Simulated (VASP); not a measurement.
# GaP: single point with PBE

GaP:

```
CELL_PARAMETERS angstrom
0.00000 2.85405 2.85405
2.85405 0.00000 2.85405
2.85405 2.85405 0.00000
ATOMIC_POSITIONS crystal
Ga 0.00000 0.00000 0.00000
P 0.75000 0.75000 0.75000
```

```yaml
Program: VASP 6.6.1
Task: single point
Functional: PBE
Potentials_or_basis: VASP PAW PBE potentials, release 64 (Ga_d, P)
Cutoff: 500 eV
k_mesh: 8 × 8 × 8
Occupations: tetrahedron
Spin: no spin polarisation
Dipole_correction: no
Further_INCAR_settings: ALGO = Normal; EDIFF = 1e-06; NBANDS = 16
```

```json
{"Pressure": "-6.5 GPa", "Band gap on the k mesh": "0.72 eV"}
```

Levels at points of the mesh, in eV from the valence-band top:
```tsv
k point	band 7	band 8	band 9	band 10	band 11	band 12
(0.00, 0.00, 0.00)	0.00	0.00	0.00	0.72	3.89	3.89
(0.50, 0.00, 0.00)	-5.92	-0.93	-0.93	1.26	4.72	4.72
(0.50, 0.50, 0.00)	-6.16	-2.24	-2.24	1.89	1.91	9.56
```

It took 38 s on 1 thread of AMD EPYC 7R13, with other jobs on the host, peak memory 0.14 GiB.

Caveat: the cell stands under tension. A hybrid or GW would open this gap; PBE tends to underestimate it.
